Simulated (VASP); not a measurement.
A run of VASP 6.6.1 is set up as follows.

POSCAR

```
Y
1.0
    0.0000000000      2.5844000000      2.5844000000
    2.5844000000      0.0000000000      2.5844000000
    2.5844000000      2.5844000000      0.0000000000
Y
1
Direct
    0.0000000000      0.0000000000      0.0000000000
```

Contents of INCAR.step1:

```
SYSTEM = Y
ALGO     = Normal         ! electronic algorithm
EDIFF    = 1E-4           ! SCF threshold, eV
ENCUT    = 520            ! plane-wave cutoff, eV
GGA      = PE             ! functional
ISMEAR   = 0              ! smearing method
LASPH    = .True.         ! aspherical terms in the spheres
LCHARG   = .False.        ! write CHGCAR
LREAL    = .False.        ! projectors in reciprocal space
LWAVE    = .True.         ! write WAVECAR
NBANDS   = 12             ! bands
NELM     = 60             ! most SCF steps
PREC     = Accurate       ! precision mode
SIGMA    = 0.15           ! smearing width, eV
```

The input INCAR.step2:

```
SYSTEM = Y
ALGO     = Normal         ! electronic algorithm
EDIFF    = 1E-7           ! SCF threshold, eV
ENCUT    = 520            ! plane-wave cutoff, eV
ISIF     = 2              ! what is computed and relaxed
ISMEAR   = 0              ! smearing method
ISTART   = 1            
LASPH    = .True.         ! aspherical terms in the spheres
LCHARG   = .False.        ! write CHGCAR
LMIXTAU  = .True.       
LREAL    = .False.        ! projectors in reciprocal space
LWAVE    = .False.        ! write WAVECAR
METAGGA  = R2SCAN         ! meta-GGA
NBANDS   = 12             ! bands
NELM     = 60             ! most SCF steps
PREC     = Accurate       ! precision mode
SIGMA    = 0.15           ! smearing width, eV
```

File KPOINTS:

```
k-points
0
Gamma
  16 16 16
  0 0 0
```

Potentials or basis: VASP PAW PBE potentials, release 64 (Y_sv).

The run is started by

```console
$ cat potpaw_PBE.64/Y_sv/POTCAR > POTCAR
$ cp INCAR.step1 INCAR
$ mpirun -np 1 vasp_std > vasp.out
$ cp INCAR.step2 INCAR
$ mpirun -np 1 vasp_std > vasp.out
```

Question: What does it give for the band gap on the k mesh?

Answer: Zero (an odd number of electrons rules out a gap without spin polarisation).

Question: Estimate the pressure.

Answer: -1.3 GPa.

Caveat: the cell differs from its parent crystal (strain +0.040 along x and y, +0.040 along z); the PAW data sets were made with another functional, which shifts forces and pressure a little.
